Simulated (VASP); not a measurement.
# In4Ru: relaxation of cell and atoms with PBE

The system is In4Ru.

```xyz
5
Lattice="-3.0200 3.0200 3.0200 3.0200 -3.0200 3.0200 3.0200 3.0200 -3.0200" Properties=species:S:1:pos:R:3 pbc="T T T"
In    1.5100   -1.5100    1.5100
In    1.5100    1.5100   -1.5100
In    1.5100    1.5100    1.5100
In   -1.5100    1.5100    1.5100
Ru    0.0000    0.0000    0.0000
```

```json
{
 "Program": "VASP 6.6.1",
 "Task": "relaxation of cell and atoms",
 "Functional": "PBE",
 "Potentials or basis": "VASP PAW PBE potentials, release 64 (In_d, Ru_pv)",
 "Cutoff": "600 eV",
 "k mesh": "4 × 4 × 4",
 "Occupations": "gaussian, width 0.2 eV",
 "Spin": "no spin polarisation",
 "Dipole correction": "no",
 "Further INCAR settings": "ALGO = Normal; EDIFF = 1e-07; IBRION = 2; EDIFFG = -0.08; NSW = 36; ISIF = 3"
}
```

| Property | Result |
| --- | --- |
| Relaxed volume | 24.79 Å³/atom |
| Relaxed cell | a = 5.440 Å, b = 5.440 Å, c = 5.440 Å, α = 109.47°, β = 109.47°, γ = 109.47° |
| Space group after relaxing (to 0.1 Å) | Im-3m (No. 229) |
| Energy gained by relaxing | 87.6 meV/atom |
| Ionic steps | 3 |
| Pressure after relaxing | -0.1 GPa |
| Band gap on the k mesh | zero (bands 33 and 34 overlap by 3.38 eV) |

Step by step:
```csv
step,energy change (eV),largest force (eV/Å),pressure (GPa),volume (Å³)
1,0.0000,0.0000,11.58,110.17
2,-0.1583,0.0000,-5.78,137.56
3,-0.4379,0.0000,-0.09,123.96
```

Final structure:
```
CELL_PARAMETERS angstrom
-3.14107 3.14107 3.14107
3.14107 -3.14107 3.14107
3.14107 3.14107 -3.14107
ATOMIC_POSITIONS crystal
In 0.00000 0.50000 0.00000
In 0.00000 0.00000 0.50000
In 0.50000 0.50000 0.50000
In 0.50000 0.00000 0.00000
Ru 0.00000 0.00000 0.00000
```

Levels at points of the mesh, in eV from the Fermi level:
| k point | band 30 | band 31 | band 32 | band 33 | band 34 | band 35 | band 36 | band 37 |
| --- | --- | --- | --- | --- | --- | --- | --- | --- |
| (0.00, 0.00, 0.00) | -1.41 | -1.41 | -1.41 | -0.93 | -0.93 | -0.93 | 1.14 | 1.14 |
| (0.50, 0.00, 0.00) | -2.14 | -2.04 | -1.76 | 0.22 | 0.22 | 1.11 | 2.12 | 2.48 |
| (0.50, 0.50, 0.50) | -2.89 | -2.89 | -2.89 | -0.44 | -0.44 | 1.42 | 3.13 | 3.13 |

Wall time 83 s on 1 thread of Intel(R) Xeon(R) 6975P-C (Granite Rapids), on a shared host, peak memory 0.28 GiB.

Caveat: the k points lie up to 0.35 Å⁻¹ apart in the final cell, too coarse for converged energies and pressures of a metal; spin-orbit coupling is left out, which moves the levels of the heavy elements.
